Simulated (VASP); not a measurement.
Set up this calculation in VASP 6.6.1, as the native input.

```yaml
Task: single point
Functional: PBE
Potentials_or_basis: VASP PAW PBE potentials, release 64 (C)
Cutoff: 520 eV
k_mesh: 12 × 12 × 12
Occupations: gaussian, width 0.05 eV
Spin: no spin polarisation
Dipole_correction: no
Further_INCAR_settings: ALGO = Normal; EDIFF = 1e-06; NBANDS = 11
```

The structure of C lies in POSCAR:

```
C
1.0
    0.0000000000      1.7857375319      1.7321654059
    1.7857375319      0.0000000000      1.7321654059
    1.7857375319      1.7857375319      0.0000000000
C
2
Direct
    0.5000000000      0.5000000000      0.5000000000
    0.7500000000      0.7500000000      0.7500000000
```

This cell differs from its parent crystal: strain -0.0300 x Voigt [0, 0, 1, 0, 0, 0].

One way to write it, as run:

INCAR

```
SYSTEM = C
PREC = Accurate
ENCUT = 520
EDIFF = 1E-6
ISMEAR = 0
SIGMA = 0.05
LREAL = .FALSE.
LASPH = .TRUE.
NELM = 80
ALGO = Normal
ISIF = 2
LWAVE = .FALSE.
LCHARG = .FALSE.
GGA = PE
NBANDS = 11
```

KPOINTS

```
Automatic mesh
0
G
  12 12 12
  0 0 0
```

Potentials or basis: VASP PAW PBE potentials, release 64 (C).

Command:

```bash
$ cat potpaw_PBE.64/C/POTCAR > POTCAR
$ mpirun -np 1 vasp_std > vasp.out
```

Results of the run:

| Item | Value |
| --- | --- |
| Pressure | 14.8 GPa |
| Band gap on the k mesh | 3.44 eV, indirect (least direct gap 5.12 eV) |

Caveat: the cell differs from its parent crystal (strain -0.0300 x Voigt [0, 0, 1, 0, 0, 0]).

It took 6.6 s on 1 thread of Intel(R) Xeon(R) 6975P-C (Granite Rapids), with other jobs on the host, peak memory 0.13 GiB.
